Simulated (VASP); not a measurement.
Set up this calculation in VASP 6.6.1, as the native input.

```
Task                   : single point
Functional             : PBEsol
Potentials or basis    : VASP PAW PBE potentials, release 64 (Sb, Mn_pv)
Cutoff                 : 520 eV
k mesh                 : 7 × 7 × 5
Occupations            : fermi-dirac, width 0.05 eV
Spin                   : collinear spin, ferromagnetic start
Starting moments       : [0.0, 0.0, 4.0, 4.0] μB
Dipole correction      : no
Further INCAR settings : ALGO = Normal; EDIFF = 1e-06; NBANDS = 30
```

The structure of MnSb lies in POSCAR:

```
MnSb
1.0
    4.2313932131      0.0000000000      0.0000000000
   -2.1156966065      3.6644940159      0.0000000000
    0.0000000000      0.0000000000      5.8933621136
Sb Mn
2 2
Direct
    0.6666666667      0.3333333333      0.7500000000
    0.3333333333      0.6666666667      0.2500000000
    0.0000000000      0.0000000000      0.5000000000
    0.0000000000      0.0000000000      0.0000000000
```

These files were run (other wordings do the same):

INCAR

```
SYSTEM = MnSb
PREC = Accurate ; ENCUT = 520
EDIFF = 1E-6 ; ISMEAR = -1
SIGMA = 0.05 ; LREAL = .False.
LASPH = .True. ; NELM = 150
ALGO = Normal ; ISIF = 2
LWAVE = .False. ; LCHARG = .False.
ISPIN = 2 ; MAGMOM = 0 0 4 4
LORBIT = 11 ; LMAXMIX = 4
GGA = PS ; NBANDS = 30
```

KPOINTS

```
Automatic mesh
0
Gamma
  7 7 5
  0 0 0
```

Potentials or basis: VASP PAW PBE potentials, release 64 (Sb, Mn_pv).

Launch:

```bash
$ cat potpaw_PBE.64/Sb/POTCAR potpaw_PBE.64/Mn_pv/POTCAR > POTCAR
$ mpirun -np 1 vasp_std > vasp.out
```

It gave:

- Pressure: -8.8 GPa
- Net moment: 7.05 μB per cell
- Site moments: Sb -0.13; Mn +3.55 μB
- Valence electrons inside the program's atomic spheres: Sb 2.42; Mn 11.45

Caveat: the cell stands under tension; the PAW data sets were made with another functional, which shifts forces and pressure a little; only a ferromagnetic start was run, and an antiferromagnetic order may lie lower in energy.

Wall time 2.7 min on 1 thread of Intel Xeon 8259CL, on a shared host, peak memory 0.3 GiB.
